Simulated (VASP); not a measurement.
F, 4 atoms in the cell. Symmetry: C2/c, No. 15, monoclinic system. The conventional cell has a = 5.101 Å, b = 3.384 Å, c = 6.600 Å, α = 90.00°, β = 90.33°, γ = 90.00°. F (site symmetry 1) has 1 F at 1.40 Å within 1.9 Å. 

| Quantity | Value |
| --- | --- |
| Program | VASP 6.6.1 |
| Task | single point |
| Functional | PBE |
| Potentials or basis | VASP PAW PBE potentials, release 64 (F) |
| Cutoff | 520 eV |
| k mesh | 4 × 4 × 2 |
| Occupations | gaussian, width 0.01 eV |
| Spin | no spin polarisation |
| Dipole correction | no |
| Further INCAR settings | ALGO = Normal; EDIFF = 1e-07; NBANDS = 22 |

Potentials or basis: VASP PAW PBE potentials, release 64 (F).

The run is started by

```sh
$ cat potpaw_PBE.64/F/POTCAR > POTCAR
$ mpirun -np 1 vasp_std > vasp.out
```

Hardware: 1 thread of Intel Xeon 6975P-C, on a shared host.

Question: Estimate the wall time of this run.

Answer: It took 12 s on 1 thread of Intel Xeon 6975P-C, with other jobs on the host, peak memory 0.16 GiB. Counts: scf iterations 12, k points 14.
